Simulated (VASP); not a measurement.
A run of VASP 6.6.1:

The input INCAR:

```
SYSTEM = Sc2BSb3
  PREC = Accurate
  ENCUT = 520
  EDIFF = 1E-7
  ISMEAR = 0
  SIGMA = 0.1
  LREAL = .FALSE.
  LASPH = .TRUE.
  NELM = 150
  ALGO = Normal
  ISIF = 2
  LWAVE = .FALSE.
  LCHARG = .FALSE.
  ISPIN = 2
  MAGMOM = 0.5 0.5 0 0 0 0
  LORBIT = 11
  LMAXMIX = 4
  GGA = PE
  NBANDS = 33
  KPAR = 4
```

Contents of KPOINTS:

```
Automatic mesh
0
G
  12 12 8
  0 0 0
```

POSCAR

```
Sc2BSb3
1.0
    5.3229490978      0.0000000000      0.0000000000
   -2.6614745489      4.6098091418      0.0000000000
    0.0000000000      0.0000000000      5.8014433487
Sc B Sb
2 1 3
Direct
    0.3333333333      0.6666666667      0.5000000000
    0.6666666667      0.3333333333      0.5000000000
    0.0000000000      0.0000000000      0.0000000000
    0.3333333333      0.6666666667      0.0000000000
    0.6666666667      0.3333333333      0.0000000000
    0.0000000000      0.0000000000      0.5000000000
```

Potentials or basis: VASP PAW PBE potentials, release 64 (Sc_sv, B, Sb).

Command:

```bash
$ cat potpaw_PBE.64/Sc_sv/POTCAR potpaw_PBE.64/B/POTCAR potpaw_PBE.64/Sb/POTCAR > POTCAR
$ mpirun -np 4 vasp_std > vasp.out
```

Hardware: 4 MPI ranks on AMD EPYC 7R13 Processor (Zen 3), on a shared host.

Task: Estimate the wall time of this run.

Result: Wall time 6.4 min on 4 MPI ranks on AMD EPYC 7R13 Processor (Zen 3) (shared host), peak memory 0.78 GiB a rank. Counts: scf iterations 18, k points 95.
